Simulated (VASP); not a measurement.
Input of a VASP 6.6.1 run:

The input INCAR:

```
  PREC = Accurate
  ENCUT = 600
  EDIFF = 1E-6
  ISMEAR = 0
  SIGMA = 0.44
  LREAL = False
  LASPH = True
  NELM = 120
  ALGO = Normal
  ISIF = 2
  LWAVE = False
  LCHARG = True
  GGA = PE
  LELF = True
  LVHAR = True
  NBANDS = 19
  GGA_COMPAT = False
```

Contents of KPOINTS:

```
Automatic mesh
0
Gamma
  3 3 3
```

Contents of POSCAR:

```
TiO2
1.0
    1.6670331521      0.9624620391      7.7728066759
   -1.6670331521      0.9624620391      7.7728066759
    0.0000000000     -1.9249240782      7.7728066759
Ti O
1 2
Direct
    0.0000000000      0.0000000000      0.0000000000
    0.6204670000      0.6204670000      0.6204670000
    0.3795330000      0.3795330000      0.3795330000
```

Potentials or basis: VASP PAW PBE potentials, release 64 (Ti_sv, O).

The run is started by

```console
$ cat potpaw_PBE.64/Ti_sv/POTCAR potpaw_PBE.64/O/POTCAR > POTCAR
$ mpirun -np 1 vasp_std > vasp.out
```

Q: What does it give for the band gap on the k mesh?

A: 1.87 eV, indirect (least direct gap 1.95 eV).

Q: Estimate the pressure.

A: -20.3 GPa.

Q: Predict the largest force.

A: 2.878 eV/Å.

Forces in eV/Å, atoms in the order of the input:
```
Ti   0.000  0.000  0.000
O    0.000  0.000  2.878
O    0.000  0.000 -2.878
```

Caveat: the k points lie up to 0.73 Å⁻¹ apart; forces of over 1 eV/Å act on the atoms, so gaps and moduli don't describe the material at rest. A k mesh can miss the band edges.
